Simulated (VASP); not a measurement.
# Al3BP4 (P-43m) in VASP: further runs

The runs below take Al3BP4 through single point, with PBE.

All numbers are computed with VASP 6.6.1; they aren't measurements. Logs are shortened: lines on timing, memory, paths and dates and some standing lists are left out, and cuts for length are marked.

## 1. The cell of the first run

Symmetry: P-43m, No. 215, cubic system. Conventional cell: a = 5.126 Å, b = 5.126 Å, c = 5.126 Å, α = 90.00°, β = 90.00°, γ = 90.00°. Al (site symmetry -42m) has 4 P at 2.22 Å within 2.9 Å. Within 2.9 Å of B (site symmetry -43m) lie 4 P at 2.22 Å. P (site symmetry 3m) has 3 Al at 2.22 Å and 1 B at 2.22 Å within 2.9 Å.

## 2. Single point, PBE

INCAR reads:

```
SYSTEM = Al3BP4
PREC = Accurate
ENCUT = 520
EDIFF = 1E-6
ISMEAR = 0
SIGMA = 0.1
LREAL = .False.
LASPH = .True.
NELM = 60
ALGO = Normal
ISIF = 2
LWAVE = .False.
LCHARG = .True.
GGA = PE
LELF = .True.
LVHAR = .True.
NBANDS = 26
```

KPOINTS reads:

```
regular mesh
0
Gamma
  4 4 4
  0 0 0
```

POSCAR reads:

```
Al3BP4
1.0
    5.1262531100      0.0000000000      0.0000000000
    0.0000000000      5.1262531100      0.0000000000
    0.0000000000      0.0000000000      5.1262531100
Al B P
3 1 4
Direct
    0.0000000000      0.0000000000      0.5000000000
    0.0000000000      0.5000000000      0.0000000000
    0.5000000000      0.0000000000      0.0000000000
    0.5000000000      0.5000000000      0.5000000000
    0.2500000000      0.2500000000      0.2500000000
    0.2500000000      0.7500000000      0.7500000000
    0.7500000000      0.2500000000      0.7500000000
    0.7500000000      0.7500000000      0.2500000000
```

Potentials or basis: VASP PAW PBE potentials, release 64 (Al, B, P).

Launch:

```sh
$ cat potpaw_PBE.64/Al/POTCAR potpaw_PBE.64/B/POTCAR potpaw_PBE.64/P/POTCAR > POTCAR
$ mpirun -np 1 vasp_std > vasp.out
```

OUTCAR:

```text
SYSTEM = Al3BP4
   PREC = Accurate
   ENCUT = 520
   EDIFF = 1E-6
   ISMEAR = 0
   LREAL = .False.
   LASPH = .True.
   NELM = 60
   ISIF = 2
   GGA = PE

 ion  position               nearest neighbor table
   1  0.000  0.000  0.500-   5 2.22   6 2.22   7 2.22   8 2.22
   2  0.000  0.500  0.000-   5 2.22   6 2.22   7 2.22   8 2.22
   3  0.500  0.000  0.000-   5 2.22   6 2.22   7 2.22   8 2.22
   4  0.500  0.500  0.500-   5 2.22   6 2.22   7 2.22   8 2.22
   5  0.250  0.250  0.250-   1 2.22   2 2.22   3 2.22   4 2.22
   6  0.250  0.750  0.750-   1 2.22   2 2.22   3 2.22   4 2.22
   7  0.750  0.250  0.750-   1 2.22   2 2.22   3 2.22   4 2.22
   8  0.750  0.750  0.250-   1 2.22   2 2.22   3 2.22   4 2.22

  LATTYP: Found a simple cubic cell.
 ALAT       =     5.1262531100

  Lattice vectors:

 A1 = (   5.1262531100,   0.0000000000,   0.0000000000)
 A2 = (   0.0000000000,   5.1262531100,   0.0000000000)
 A3 = (   0.0000000000,   0.0000000000,   5.1262531100)

Analysis of symmetry for initial positions (statically):
=====================================================================
 Subroutine PRICEL returns:
 Original cell was already a primitive cell.

 Routine SETGRP: Setting up the symmetry group for a
 simple cubic supercell.

 Subroutine GETGRP returns: Found 24 space group operations
 (whereof 24 operations were pure point group operations)
 out of a pool of 48 trial point group operations.

The static configuration has the point symmetry T_d .

Analysis of symmetry for dynamics (positions and initial velocities):
=====================================================================
 Subroutine PRICEL returns:
 Original cell was already a primitive cell.

 Routine SETGRP: Setting up the symmetry group for a
 simple cubic supercell.

 Subroutine GETGRP returns: Found 24 space group operations
 (whereof 24 operations were pure point group operations)
 out of a pool of 48 trial point group operations.

The dynamic configuration has the point symmetry T_d .

 Subroutine INISYM returns: Found 24 space group operations
 (whereof 24 operations are pure point group operations),
 and found     1 'primitive' translations

----------------------------------------------------------------------------------------

                                     Primitive cell

[... 91 lines left out ...]
   IBRION =     -1    ionic relax: 0-MD 1-quasi-New 2-CG
   NFREE  =      0    steps in history (QN), initial steepest desc. (CG)
   ISIF   =      2    stress and relaxation
   ISYM   =      2    0-nonsym 1-usesym 2-fastsym
   POTIM  = 0.5000    time-step for ionic-motion
   TEBEG  =    0.0;   TEEND  =   0.0 temperature during run
   PSTRESS=    0.0 pullay stress
   NELECT =      32.0000    total number of electrons
   NUPDOWN=      -1.0000    fix difference up-down
   EMIN   =  10.00;   EMAX   =-10.00  energy-range for DOS
   EFERMI =   0.00;   METHOD = LEGACY
   ISMEAR =     0;   SIGMA  =   0.10  broadening in eV -4-tet -1-fermi 0-gaus
   EFERMI_NEDOS =   21; number of points for ismear=-14 and -15
   IALGO  =     38    algorithm
   IMIX   =      4    mixing-type and parameters
     AMIX     =   0.40;   BMIX     =  1.00
     AMIX_MAG =   1.60;   BMIX_MAG =  1.00
  volume/ion in A,a.u.               =      16.84       113.63
  Fermi-wavevector in a.u.,A,eV,Ry     =   1.013891  1.915977 13.986460  1.027976
  Thomas-Fermi vector in A             =   2.147087
   LORBIT       =      0    0 simple, 1 ext, 2 COOP (PROOUT), +10 PAW based schemes
   GGA     = PE    functional components
   LHFCALC =     F    Hartree Fock is set to
   AEXX    =    0.0000 exact exchange contribution
   IVDW    =     0    specifies the selected vdW correction
   LEPSILON=     F    determine dielectric tensor
   LRPA    =     F    only Hartree local field effects (RPA)
 non-spin polarized calculation
 Gauss-broadening in eV      SIGMA  =   0.10
  energy-cutoff  :      520.00
  volume of cell :      134.71
 maximum number of plane-waves:      3695
 NGX is ok and might be reduce to    40
   NGX = 19   NGY = 19   NGZ = 19

 number of electron      32.0000000 magnetization

 Free energy of the ion-electron system (eV)
  ---------------------------------------------------
  ext. energy  EPLUGINS =         0.00000000
  ---------------------------------------------------
  free energy    TOTEN  =       -40.87983577 eV

  energy without entropy =      -40.87983577  energy(sigma->0) =      -40.87983577

 E-fermi :   6.2122     XC(G=0):  -9.8279

 val. band max:        5.7512705625   @ k =   0.0000   0.0000   0.0000
 cond. band min:       6.6770787880   @ k =   0.0000   0.0000   0.0000
 fundamental gap:      0.9258082255
 Fermi energy:         6.2122094140

 k-point     1 :       0.0000    0.0000    0.0000
  band No.  band energies     occupation
      1      -6.9019      2.00000
      2      -3.8306      2.00000
      3      -3.8306      2.00000
      4      -3.8306      2.00000
      5      -0.9996      2.00000
      6      -0.1862      2.00000
[... 279 lines left out ...]
     25      10.6508      0.00000
     26      10.6508      0.00000

------------------------ aborting loop because EDIFF is reached ----------------------------------------

  FORCE on cell =-STRESS in cart. coord.  units (eV):
  Direction    XX          YY          ZZ          XY          YZ          ZX
  --------------------------------------------------------------------------------------
  -------------------------------------------------------------------------------------
  Total       11.9019662     11.9019662     11.9019662      0.0000000      0.0000000      0.0000000
  in kB      141.5562856    141.5562856    141.5562856      0.0000000      0.0000000      0.0000000
  external PRESSURE =     141.5562856 kB  Pullay stress =       0.0000000 kB

 VOLUME and BASIS-vectors are now :
 -----------------------------------------------------------------------------
  energy-cutoff  :      520.00
  volume of cell :      134.71
      direct lattice vectors                 reciprocal lattice vectors
     5.126253110  0.000000000  0.000000000     0.195074254  0.000000000  0.000000000
     0.000000000  5.126253110  0.000000000     0.000000000  0.195074254  0.000000000
     0.000000000  0.000000000  5.126253110     0.000000000  0.000000000  0.195074254

 POSITION                                       TOTAL-FORCE (eV/Angst)
 -----------------------------------------------------------------------------------
      0.00000      0.00000      2.56313         0.000000     -0.000000      0.000000
      0.00000      2.56313      0.00000         0.000000      0.000000      0.000000
      2.56313      0.00000      0.00000         0.000000     -0.000000      0.000000
      2.56313      2.56313      2.56313         0.000000      0.000000      0.000000
      1.28156      1.28156      1.28156         1.853465      1.853465      1.853465
      1.28156      3.84469      3.84469         1.853465     -1.853465     -1.853465
      3.84469      1.28156      3.84469        -1.853465      1.853465     -1.853465
      3.84469      3.84469      1.28156        -1.853465     -1.853465      1.853465
 -----------------------------------------------------------------------------------
    total drift:                                0.000000      0.000000      0.000000

  FREE ENERGIE OF THE ION-ELECTRON SYSTEM (eV)
  ---------------------------------------------------
  free  energy   TOTEN  =       -40.8798357680 eV

  energy  without entropy=      -40.8798357680  energy(sigma->0) =      -40.87983577
```

OSZICAR:

```text
N       E                     dE             d eps       ncg     rms          rms(c)
DAV:   1     0.905304375361E+02    0.90530E+02   -0.12727E+04   520   0.104E+03
DAV:   2    -0.348513207331E+02   -0.12538E+03   -0.11588E+03   706   0.162E+02
DAV:   3    -0.420262047830E+02   -0.71749E+01   -0.70938E+01   668   0.380E+01
DAV:   4    -0.421357774505E+02   -0.10957E+00   -0.10936E+00   618   0.568E+00
DAV:   5    -0.421382494714E+02   -0.24720E-02   -0.24704E-02   646   0.852E-01    0.103E+01
DAV:   6    -0.411252963558E+02    0.10130E+01   -0.11241E+00   590   0.430E+00    0.665E+00
DAV:   7    -0.408748506323E+02    0.25045E+00   -0.85613E-01   632   0.364E+00    0.246E+00
DAV:   8    -0.408790550040E+02   -0.42044E-02   -0.39812E-02   640   0.907E-01    0.811E-01
DAV:   9    -0.408795316751E+02   -0.47667E-03   -0.52184E-03   606   0.338E-01    0.140E-01
DAV:  10    -0.408797242637E+02   -0.19259E-03   -0.64907E-04   614   0.126E-01    0.651E-02
DAV:  11    -0.408798357611E+02   -0.11150E-03   -0.20309E-04   578   0.736E-02    0.273E-02
DAV:  12    -0.408798357680E+02   -0.68726E-08   -0.41432E-06   672   0.112E-02
   1 F= -.40879836E+02 E0= -.40879836E+02  d E =-.193034E-11
```

It took 20 s on 1 thread of AMD EPYC 9R45 (Zen 5), shared host; peak memory 0.21 GiB.

What came out:

| Item | Value |
| --- | --- |
| Free energy | -40.8798 eV |
| Pressure | 14.2 GPa |
| Band gap on the k mesh | 0.93 eV |

Caveat: the cell stands under pressure. A k mesh can miss the band edges.

## 3. Single point, PBE

This run uses another cell than the first one, of 18.35 Å³/atom.

INCAR reads:

```
SYSTEM = Al3BP4
PREC = Accurate ; ENCUT = 520
EDIFF = 1E-7 ; ISMEAR = 0
SIGMA = 0.1 ; LREAL = .False.
LASPH = .True. ; NELM = 100
ALGO = Normal ; ISIF = 2
LWAVE = .False. ; LCHARG = .False.
GGA = PE ; NBANDS = 26
```

KPOINTS reads:

```
Automatic mesh
0
Gamma
  4 4 4
  0 0 0
```

POSCAR reads:

```
Al3BP4
1.0
    5.2756559133      0.0000000000      0.0000000000
    0.0000000000      5.2756559133      0.0000000000
    0.0000000000      0.0000000000      5.2756559133
Al B P
3 1 4
Direct
    0.0000000000      0.0000000000      0.5000000000
    0.0000000000      0.5000000000      0.0000000000
    0.5000000000      0.0000000000      0.0000000000
    0.5000000000      0.5000000000      0.5000000000
    0.2740891026      0.2740891026      0.2740891026
    0.2740891026      0.7259108974      0.7259108974
    0.7259108974      0.2740891026      0.7259108974
    0.7259108974      0.7259108974      0.2740891026
```

Potentials or basis: VASP PAW PBE potentials, release 64 (Al, B, P).

Launch:

```sh
$ cat potpaw_PBE.64/Al/POTCAR potpaw_PBE.64/B/POTCAR potpaw_PBE.64/P/POTCAR > POTCAR
$ mpirun -np 1 vasp_std > vasp.out
```

Run time: 23 s. Hardware: 1 thread of AMD EPYC 9R45 (Zen 5), shared host; peak memory 0.22 GiB.

The run converged. Its results:

- Free energy: -42.7673 eV
- Pressure: 0.0 GPa
- Band gap on the k mesh: 1.04 eV (least direct gap 1.41 eV)

Forces in eV/Å, atoms in the order of the input:
```
Al   0.000  0.000  0.000
Al   0.000  0.000  0.000
Al   0.000  0.000  0.000
B    0.000  0.000  0.000
P   -0.001 -0.001 -0.001
P   -0.001  0.001  0.001
P    0.001 -0.001  0.001
P    0.001  0.001 -0.001
```

Levels at points of the mesh, in eV from the valence-band top:
| k point | band 13 | band 14 | band 15 | band 16 | band 17 | band 18 | band 19 | band 20 |
| --- | --- | --- | --- | --- | --- | --- | --- | --- |
| (0.00, 0.00, 0.00) | -2.24 | 0.00 | 0.00 | 0.00 | 1.41 | 1.41 | 1.41 | 1.50 |
| (0.50, 0.00, 0.00) | -1.92 | -1.92 | -1.05 | -1.05 | 1.91 | 2.40 | 3.76 | 4.13 |
| (0.50, 0.50, 0.00) | -1.48 | -1.48 | -1.00 | -0.47 | 2.58 | 2.77 | 3.91 | 3.91 |
| (0.50, 0.50, 0.50) | -0.74 | -0.74 | -0.58 | -0.58 | 1.04 | 2.97 | 2.97 | 2.97 |
